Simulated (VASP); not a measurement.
Input of a VASP 6.6.1 run:

The input INCAR:

```
SYSTEM = P
  PREC = Accurate
  ENCUT = 600
  EDIFF = 1E-6
  ISMEAR = -1
  SIGMA = 0.08
  LREAL = .False.
  LASPH = .True.
  NELM = 80
  ALGO = Normal
  ISIF = 3
  LWAVE = .False.
  LCHARG = .False.
  GGA = PE
  IBRION = 2
  NSW = 32
  EDIFFG = -0.005
  PSTRESS = 4500.0
```

File KPOINTS:

```
Automatic mesh
0
Gamma
  17 17 17
  0 0 0
```

POSCAR

```
P
1.0
    0.0000000000      1.9768345271      1.9768345271
    1.9768345271      0.0000000000      1.9768345271
    1.9768345271      1.9768345271      0.0000000000
P
2
Direct
   -0.1250000000     -0.1250000000     -0.1250000000
    0.1250000000      0.1250000000      0.1250000000
```

Potentials or basis: VASP PAW PBE potentials, release 64 (P).

Run with:

```sh
$ cat potpaw_PBE.64/P/POTCAR > POTCAR
$ mpirun -np 1 vasp_std > vasp.out
```

Problem. Estimate the relaxed volume.

Solution. 7.70 Å³/atom.

Problem. Predict the space group after relaxing (to 0.05 Å).

Solution. Fd-3m (No. 227).

Problem. What does it give for the band gap on the k mesh?

Solution. Zero (band 5 reaches 21.81 eV, above the bottom of band 6 at 16.19 eV).

Problem. What does it give for the relaxed cell?

Solution. a = 2.792 Å, b = 2.792 Å, c = 2.792 Å, α = 60.00°, β = 60.00°, γ = 60.00°.

Step by step:
```tsv
step	energy change (eV)	largest force (eV/Å)	pressure (GPa)	volume (Å³)
1	0.0000	0.0000	444.36	15.45
2	1.7794	0.0000	506.55	14.85
3	0.1594	0.0000	449.95	15.39
```

Caveat: the cell is relaxed towards a set pressure, so the enthalpy falls and the energy may rise.
